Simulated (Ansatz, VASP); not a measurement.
**Na2N in VASP and in Ansatz**

File INCAR:

```
  PREC = Accurate
  ENCUT = 520
  EDIFF = 1E-6
  ISMEAR = 0
  SIGMA = 0.1
  LREAL = False
  LASPH = True
  NELM = 150
  ALGO = Normal
  ISIF = 2
  LWAVE = False
  LCHARG = False
  ISPIN = 2
  MAGMOM = 0 0 1
  LORBIT = 11
  GGA = PE
  NBANDS = 20
```

Contents of KPOINTS:

```
regular mesh
0
Gamma
  6 6 4
```

File POSCAR:

```
Na2N
1.0
    3.3662577400      0.0000000000      0.0000000000
   -1.6831288700      2.9152647200      0.0000000000
    0.0000000000      0.0000000000      5.7065231400
Na N
2 1
Direct
    0.6666666700      0.3333333300      0.7175636900
    0.3333333300      0.6666666700      0.2824363100
    0.0000000000      0.0000000000      0.5000000000
```

Input for Ansatz:

```yaml
crystal:
  lattice:
    - [3.36625774, 0.0, 0.0]
    - [-1.68312887, 2.91526472, 0.0]
    - [0.0, 0.0, 5.70652314]
  atoms:
    - { symbol: Na, position: [0.66666667, 0.33333333, 0.71756369] }
    - { symbol: Na, position: [0.33333333, 0.66666667, 0.28243631] }
    - { symbol: "N", position: [0.0, 0.0, 0.5], spin: 1.0 }
basis:
  ecutwfc: 420
kpoints:
  mp_grid: { grid: [6, 6, 4] }
hamiltonian:
  xc: pbe
scf:
  occupations: { method: gaussian, width: 0.1 }
  lower_state_search: "off"
output:
  forces: true
  stress: true
  eigenvalues: true
  populations: true
magnetization:
  spin_polarized: true
```

Change from the starting cell: species swapped into the Sc2C type (P-3m1, No. 164).

Alike in both runs: task single point; functional PBE; k mesh 6 × 6 × 4; occupations gaussian, width 0.1 eV; collinear spin.

|  | VASP | Ansatz |
| --- | --- | --- |
| version | VASP 6.6.1 | Ansatz 0.2.0 |
| potentials or method | VASP PAW PBE potentials, release 64 (Na_pv, N), cutoff 520 eV | scalar-relativistic, plane waves, PAW |
| valence electrons in the cell | 19 | 23 |

Ansatz gave:

```
gap on the k mesh at the Fermi level (eV)                     : none
pressure (GPa)                                                : 5.2
traceless stress, the component that is largest in VASP (GPa) : -3.64
rms of the force components (eV/Å)                            : 0.031
net moment per atom (μB)                                      : 0.37
size of the moment on the site where the two differ most (μB) : 1.02
```

Problem. Estimate VASP's values.

Solution. gap on the k mesh at the Fermi level (eV): none; pressure (GPa): 5.3; traceless stress, the component that is largest in VASP (GPa): -3.67; rms of the force components (eV/Å): 0.039; net moment per atom (μB): 0.37; size of the moment on the site where the two differ most (μB): 0.81.

Site moments also hang on the region over which each program counts them. Atom by atom the forces differ by 0.008 eV/Å (rms over components). A gap of «none» marks a metal or a gap that the smearing closes. VASP's potentials hold 19 valence electrons a cell and Ansatz's 23, so a difference there can come from the potentials and not from the codes.
